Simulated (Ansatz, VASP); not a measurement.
Two plane-wave programs on Lu5F

```
CELL_PARAMETERS angstrom
3.80941 0.00000 0.00000
-1.90471 3.29905 0.00000
0.00000 0.00000 6.70394
ATOMIC_POSITIONS crystal
Lu 0.33333 0.66667 0.65449
Lu 0.33333 0.66667 0.34551
Lu 0.66667 0.33333 0.34551
Lu 0.66667 0.33333 0.65449
Lu 0.00000 0.00000 0.00000
F 0.00000 0.00000 0.50000
```

Alike in both runs: task single point; functional PBE; k mesh 6 × 6 × 4; occupations gaussian, width 0.1 eV; no spin polarisation.

```csv
,VASP,Ansatz
version,VASP 6.6.1,Ansatz 0.2.0
potentials or method,"VASP PAW PBE potentials, release 64 (Lu, F), cutoff 520 eV","scalar-relativistic, plane waves, PAW"
valence electrons in the cell,132,132
```

Ansatz gave:

* gap on the k mesh at the Fermi level (eV): none
* rms of the force components (eV/Å): 6.060

Question: Which values does VASP return?

Answer: gap on the k mesh at the Fermi level (eV): none; rms of the force components (eV/Å): 6.993.

Atom by atom the forces differ by 0.933 eV/Å (rms over components). A gap of «none» marks a metal or a gap that the smearing closes. Ansatz's warnings: bands unlocked at the loops exit, eigensolver not converged.

Spin-orbit coupling is off throughout.
